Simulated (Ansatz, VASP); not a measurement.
# One calculation of BN, two programs

```
B N
1.0
     2.51218    0.00000    0.00000
    -1.25609    2.17561    0.00000
     0.00000    0.00000    7.84257
B N
2 2
Cartesian
  0.0000 1.4504 1.9606
  1.2561 0.7252 5.8819
  0.0000 1.4504 5.8819
  1.2561 0.7252 1.9606
```

Alike in both runs: task single point; functional PBE; k mesh 12 × 12 × 4; occupations gaussian, width 0.02 eV; no spin polarisation.

```csv
,VASP,Ansatz
version,VASP 6.6.1,Ansatz 0.2.0
potentials or method,"VASP PAW PBE potentials, release 64 (B, N), cutoff 520 eV","scalar-relativistic, plane waves, PAW"
valence electrons in the cell,16,16
```

```csv
,VASP,Ansatz,Ansatz less VASP
gap on the k mesh at the Fermi level (eV),4.50,4.51,+0.007
least direct gap on the mesh (eV),4.65,4.65,+0.003
pressure (GPa),0.1,0.1,-0.06
"traceless stress, the component that is largest in VASP (GPa)",0.00,0.18,+0.179
```

The functional is the same, so the differences come from potentials, cutoffs and numerics.
